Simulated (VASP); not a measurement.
# SnS (Pnma) in VASP: single point with PBE

Aim: the single point of SnS with PBE.

All numbers are computed with VASP 6.6.1; they aren't measurements. Logs are shortened: lines on timing, memory, paths and dates and some standing lists are left out, and cuts for length are marked.

## 1. The cell of the first run

It takes space group Pnma (No. 62, orthorhombic). Conventional cell: a = 11.447 Å, b = 4.022 Å, c = 4.457 Å, α = 90.00°, β = 90.00°, γ = 90.00°. Within 3.7 Å of Sn (site symmetry m) lie 6 S at 2.66 to 3.47 Å and 2 Sn at 3.62 Å. Within 3.5 Å of S (site symmetry m) lie 6 Sn at 2.66 to 3.47 Å.

## 2. Single point, PBE

Input file INCAR:

```
  PREC = Accurate
  ENCUT = 520
  EDIFF = 1E-7
  ISMEAR = 0
  SIGMA = 0.02
  LREAL = False
  LASPH = True
  NELM = 100
  ALGO = Normal
  ISIF = 2
  LWAVE = False
  LCHARG = False
  GGA = PE
  NBANDS = 50
```

Input file KPOINTS:

```
regular mesh
0
Gamma
  4 8 6
```

Input file POSCAR:

```
SnS
1.0
   11.4474433243      0.0000000000      0.0000000000
    0.0000000000      4.0222571035      0.0000000000
    0.0000000000      0.0000000000      4.4565668332
Sn S
4 4
Direct
    0.6215252402      0.2500000000      0.3694951723
    0.3784747598      0.7500000000      0.6305048277
    0.8784747598      0.7500000000      0.8694951723
    0.1215252402      0.2500000000      0.1305048277
    0.3498526910      0.2500000000      0.0226094812
    0.6501473090      0.7500000000      0.9773905188
    0.1501473090      0.7500000000      0.5226094812
    0.8498526910      0.2500000000      0.4773905188
```

Potentials or basis: VASP PAW PBE potentials, release 64 (Sn_d, S).

Command:

```
cat potpaw_PBE.64/Sn_d/POTCAR potpaw_PBE.64/S/POTCAR > POTCAR
mpirun -np 1 vasp_std > vasp.out
```

OUTCAR:

```text
PREC = Accurate
   ENCUT = 520
   EDIFF = 1E-7
   ISMEAR = 0
   LREAL = False
   LASPH = True
   NELM = 100
   ISIF = 2
   GGA = PE

 ion  position               nearest neighbor table
   1  0.622  0.250  0.369-   8 2.66   6 2.68   6 2.68   2 3.62   2 3.62
   2  0.378  0.750  0.631-   7 2.66   5 2.68   5 2.68   1 3.62   1 3.62
   3  0.878  0.750  0.869-   6 2.66   8 2.68   8 2.68   4 3.62   4 3.62
   4  0.122  0.250  0.131-   5 2.66   7 2.68   7 2.68   3 3.62   3 3.62
   5  0.350  0.250  0.023-   4 2.66   2 2.68   2 2.68
   6  0.650  0.750  0.977-   3 2.66   1 2.68   1 2.68
   7  0.150  0.750  0.523-   2 2.66   4 2.68   4 2.68
   8  0.850  0.250  0.477-   1 2.66   3 2.68   3 2.68

  LATTYP: Found a simple orthorhombic cell.
 ALAT       =     4.0222571035
 B/A-ratio  =     1.1079766207
 C/A-ratio  =     2.8460247641

  Lattice vectors:

 A1 = (   0.0000000000,   4.0222571035,   0.0000000000)
 A2 = (   0.0000000000,   0.0000000000,   4.4565668332)
 A3 = (  11.4474433243,   0.0000000000,   0.0000000000)

Analysis of symmetry for initial positions (statically):
=====================================================================
 Subroutine PRICEL returns:
 Original cell was already a primitive cell.

 Routine SETGRP: Setting up the symmetry group for a
 simple orthorhombic supercell.

 Subroutine GETGRP returns: Found  8 space group operations
 (whereof  2 operations were pure point group operations)
 out of a pool of  8 trial point group operations.

The static configuration has the point symmetry S_2 .
 The point group associated with its full space group is D_2h.

Analysis of symmetry for dynamics (positions and initial velocities):
=====================================================================
 Subroutine PRICEL returns:
 Original cell was already a primitive cell.

 Routine SETGRP: Setting up the symmetry group for a
 simple orthorhombic supercell.

 Subroutine GETGRP returns: Found  8 space group operations
 (whereof  2 operations were pure point group operations)
 out of a pool of  8 trial point group operations.

The dynamic configuration has the point symmetry S_2 .
 The point group associated with its full space group is D_2h.

 Subroutine INISYM returns: Found  8 space group operations
 (whereof  2 operations are pure point group operations),
 and found     1 'primitive' translations

[... 109 lines left out ...]
   NSW    =      0    number of steps for IOM
   IBRION =     -1    ionic relax: 0-MD 1-quasi-New 2-CG
   NFREE  =      0    steps in history (QN), initial steepest desc. (CG)
   ISIF   =      2    stress and relaxation
   ISYM   =      2    0-nonsym 1-usesym 2-fastsym
   POTIM  = 0.5000    time-step for ionic-motion
   TEBEG  =    0.0;   TEEND  =   0.0 temperature during run
   PSTRESS=    0.0 pullay stress
   NELECT =      80.0000    total number of electrons
   NUPDOWN=      -1.0000    fix difference up-down
   EMIN   =  10.00;   EMAX   =-10.00  energy-range for DOS
   EFERMI =   0.00;   METHOD = LEGACY
   ISMEAR =     0;   SIGMA  =   0.02  broadening in eV -4-tet -1-fermi 0-gaus
   EFERMI_NEDOS =   21; number of points for ismear=-14 and -15
   IALGO  =     38    algorithm
   IMIX   =      4    mixing-type and parameters
     AMIX     =   0.40;   BMIX     =  1.00
     AMIX_MAG =   1.60;   BMIX_MAG =  1.00
  volume/ion in A,a.u.               =      25.65       173.10
  Fermi-wavevector in a.u.,A,eV,Ry     =   1.195947  2.260012 19.460264  1.430289
  Thomas-Fermi vector in A             =   2.331900
   LORBIT       =      0    0 simple, 1 ext, 2 COOP (PROOUT), +10 PAW based schemes
   GGA     = PE    functional components
   LHFCALC =     F    Hartree Fock is set to
   AEXX    =    0.0000 exact exchange contribution
   IVDW    =     0    specifies the selected vdW correction
   LEPSILON=     F    determine dielectric tensor
   LRPA    =     F    only Hartree local field effects (RPA)
 non-spin polarized calculation
 Gauss-broadening in eV      SIGMA  =   0.02
  energy-cutoff  :      520.00
  volume of cell :      205.20
 maximum number of plane-waves:      5560
 NGX is ok and might be reduce to    90
   NGX = 43   NGY = 15   NGZ = 17

 number of electron      80.0000030 magnetization

 Free energy of the ion-electron system (eV)
  ---------------------------------------------------
  ext. energy  EPLUGINS =         0.00000000
  ---------------------------------------------------
  free energy    TOTEN  =       -35.46208429 eV

  energy without entropy =      -35.46208429  energy(sigma->0) =      -35.46208429

 E-fermi :   5.5127     XC(G=0):  -9.5576

 val. band max:        5.3770173029   @ k =   0.5000   0.0000   0.5000
 cond. band min:       6.4251017310   @ k =   0.0000   0.3750   0.0000
 fundamental gap:      1.0480844281
 Fermi energy:         5.5127219438

 k-point     1 :       0.0000    0.0000    0.0000
  band No.  band energies     occupation
      1     -15.7149      2.00000
      2     -15.7052      2.00000
      3     -15.6982      2.00000
      4     -15.6940      2.00000
      5     -15.6903      2.00000
      6     -15.6870      2.00000
[... 1261 lines left out ...]
     49       9.9226      0.00000
     50       9.9226      0.00000

 [... further k-points ...]

------------------------ aborting loop because EDIFF is reached ----------------------------------------

  FORCE on cell =-STRESS in cart. coord.  units (eV):
  Direction    XX          YY          ZZ          XY          YZ          ZX
  --------------------------------------------------------------------------------------
  -------------------------------------------------------------------------------------
  Total       -0.1114901     -0.0689889     -0.0359350      0.0000000      0.0000000      0.0000000
  in kB       -0.8704990     -0.5386554     -0.2805753      0.0000000      0.0000000      0.0000000
  external PRESSURE =      -0.5632433 kB  Pullay stress =       0.0000000 kB

 VOLUME and BASIS-vectors are now :
 -----------------------------------------------------------------------------
  energy-cutoff  :      520.00
  volume of cell :      205.20
      direct lattice vectors                 reciprocal lattice vectors
    11.447443324  0.000000000  0.000000000     0.087355750  0.000000000  0.000000000
     0.000000000  4.022257104  0.000000000     0.000000000  0.248616628  0.000000000
     0.000000000  0.000000000  4.456566833     0.000000000  0.000000000  0.224387973

 POSITION                                       TOTAL-FORCE (eV/Angst)
 -----------------------------------------------------------------------------------
      7.11487      1.00556      1.64668        -0.001223      0.000000      0.008749
      4.33257      3.01669      2.80989         0.001223     -0.000000     -0.008749
     10.05629      3.01669      3.87496         0.001223     -0.000000      0.008749
      1.39115      1.00556      0.58160        -0.001223     -0.000000     -0.008749
      4.00492      1.00556      0.10076        -0.000298     -0.000000      0.007886
      7.44252      3.01669      4.35581         0.000298      0.000000     -0.007886
      1.71880      3.01669      2.32904         0.000298     -0.000000      0.007886
      9.72864      1.00556      2.12752        -0.000298      0.000000     -0.007886
 -----------------------------------------------------------------------------------
    total drift:                               -0.000000      0.000000      0.000000

  FREE ENERGIE OF THE ION-ELECTRON SYSTEM (eV)
  ---------------------------------------------------
  free  energy   TOTEN  =       -35.4620842929 eV

  energy  without entropy=      -35.4620842929  energy(sigma->0) =      -35.46208429
```

stdout:

```text
POSCAR found type information on POSCAR SnS
 POSCAR found :  2 types and       8 ions
 scaLAPACK will be used
 LDA part: xc-table for (Slater+PW92), standard interpolation
 POSCAR, INCAR and KPOINTS ok, starting setup
 FFT: planning ... GRIDC
 FFT: planning ... GRID_SOFT
 FFT: planning ... GRID
 WAVECAR not read
 entering main loop
```

Wall time 8.2 min (1 thread of Intel Xeon Platinum 8259CL at 2.50GHz (Skylake/Cascade Lake), shared host); peak memory 0.59 GiB.

Results:

- Free energy: -35.4621 eV
- Pressure: -0.1 GPa
- Largest force: 0.009 eV/Å
- Band gap on the k mesh: 1.05 eV (least direct gap 1.33 eV)

Forces in eV/Å, atoms in the order of the input:
```
Sn  -0.001  0.000  0.009
Sn   0.001  0.000 -0.009
Sn   0.001  0.000  0.009
Sn  -0.001  0.000 -0.009
S    0.000  0.000  0.008
S    0.000  0.000 -0.008
S    0.000  0.000  0.008
S    0.000  0.000 -0.008
```

Levels at points of the mesh, in eV from the valence-band top:
```tsv
k point	band 36	band 37	band 38	band 39	band 40	band 41	band 42	band 43	band 44	band 45
(0.00, 0.00, 0.00)	-1.87	-1.65	-0.99	-0.60	-0.34	1.21	3.07	3.07	3.08	3.45
(0.50, 0.00, 0.00)	-1.93	-1.83	-1.83	-0.43	-0.43	2.73	2.73	2.84	2.84	4.05
(0.00, 0.50, 0.00)	-1.83	-0.83	-0.83	-0.80	-0.80	1.50	1.50	1.64	1.64	2.45
(0.50, 0.50, 0.00)	-2.13	-0.92	-0.92	-0.92	-0.92	1.75	1.75	1.75	1.75	2.83
(0.00, 0.00, 0.50)	-1.56	-0.76	-0.76	-0.01	-0.01	1.66	1.66	2.09	2.09	2.60
(0.50, 0.00, 0.50)	-1.93	-0.58	-0.58	0.00	0.00	1.65	1.65	2.09	2.09	2.64
(0.00, 0.50, 0.50)	-3.03	-2.06	-2.06	-1.16	-1.16	2.94	2.94	3.11	3.11	4.62
(0.50, 0.50, 0.50)	-3.48	-1.39	-1.39	-1.39	-1.39	2.85	2.85	2.85	2.85	4.49
```

Caveat: spin-orbit coupling is left out, which moves the levels of the heavy elements. A k mesh can miss the band edges.
